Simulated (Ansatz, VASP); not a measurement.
**One calculation of V, two programs**

INCAR

```
PREC = Accurate
ENCUT = 600
EDIFF = 1E-6
ISMEAR = 0
SIGMA = 0.1
LREAL = False
LASPH = True
NELM = 100
ALGO = Normal
ISIF = 3
LWAVE = False
LCHARG = False
GGA = PS
IBRION = 2
NSW = 100
EDIFFG = -0.01
```

File KPOINTS:

```
Automatic mesh
0
Gamma
  26 26 26
```

Contents of POSCAR:

```
V
1.0
    0.0000000000      2.0060494894      2.1686722146
    1.4928579781      0.0000000000      2.1686722146
    1.4928579781      2.0060494894      0.0000000000
V
1
Direct
    0.0000000000      0.0000000000      0.0000000000
```

Input for Ansatz:

```yaml
crystal:
  lattice:
    - [0.0, 2.0060494894, 2.1686722146]
    - [1.4928579781, 0.0, 2.1686722146]
    - [1.4928579781, 2.0060494894, 0.0]
  atoms:
    - { symbol: V, position: [0.0, 0.0, 0.0] }
basis:
  ecutwfc: 420
kpoints:
  mp_grid: { grid: [26, 26, 26] }
hamiltonian:
  xc: pbesol
scf:
  occupations: { method: gaussian, width: 0.1 }
output:
  forces: true
  stress: true
  eigenvalues: true
relax:
  adjacent_minimum: "off"
  f_tol: 0.01
  max_steps: 80
  cell: { stress_tol: 0.05 }
```

Alike in both runs: task relaxation of cell and atoms; functional PBEsol; k mesh 26 × 26 × 26; occupations gaussian, width 0.1 eV; no spin polarisation.

|  | VASP | Ansatz |
| --- | --- | --- |
| version | VASP 6.6.1 | Ansatz 0.2.0 |
| potentials or method | VASP PAW PBE potentials, release 64 (V_sv), cutoff 600 eV | scalar-relativistic, plane waves, PAW |
| valence electrons in the cell | 13 | 13 |

```tsv
	VASP	Ansatz	Ansatz less VASP
gap on the k mesh at the Fermi level, each at its own relaxed structure (eV)	none	none	-
relaxed volume (Å³/atom)	12.96	12.95	-0.011
relaxed cell length with the largest relative difference (Å)	2.566	2.563	-0.0026
```

VASP's potentials were made for PBE, not for PBEsol. A gap of «none» marks a metal or a gap that the smearing closes.
